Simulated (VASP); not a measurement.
Set up this calculation in VASP 6.6.1, as the native input.

```yaml
Task: single point
Functional: PBEsol
Potentials_or_basis: VASP PAW PBE potentials, release 64 (Si)
Cutoff: 520 eV
k_mesh: 10 × 10 × 10
Occupations: gaussian, width 0.03 eV
Spin: no spin polarisation
Dipole_correction: no
Further_INCAR_settings: ALGO = Normal; EDIFF = 1e-06; NBANDS = 16
```

The structure of Si lies in POSCAR:

```
Si
1.0
   -3.2225222385      3.2225222385      1.9186812134
    3.2225222385     -3.2225222385      1.9186812134
    2.7574159360      2.7574159360     -1.9186812134
Si
4
Direct
    0.1787304307      0.1787304307      0.3574608614
    0.8212695693      0.8212695693      0.6425391386
    0.1787304307      0.8212695693      0.0000000000
    0.8212695693      0.1787304307      0.0000000000
```

The input as run:

INCAR

```
PREC = Accurate
ENCUT = 520
EDIFF = 1E-6
ISMEAR = 0
SIGMA = 0.03
LREAL = False
LASPH = True
NELM = 100
ALGO = Normal
ISIF = 2
LWAVE = False
LCHARG = False
GGA = PS
NBANDS = 16
```

KPOINTS

```
Automatic mesh
0
Gamma
  10 10 10
```

Potentials or basis: VASP PAW PBE potentials, release 64 (Si).

Run with:

```console
$ cat potpaw_PBE.64/Si/POTCAR > POTCAR
$ mpirun -np 1 vasp_std > vasp.out
```

Results of the run:

```json
{"Pressure": "27.1 GPa", "Largest force": "3.999 eV/Å", "Band gap on the k mesh": "zero (bands 8 and 9 overlap by 0.92 eV)"}
```

Caveat: the stress differs along the axes, from 13 to 34 GPa; the PAW data sets were made with another functional, which shifts forces and pressure a little.

Wall time 2.2 min on 1 thread of AMD EPYC 9R45 96-Core Processor (Zen 5), with other jobs on the host, peak memory 0.25 GiB.
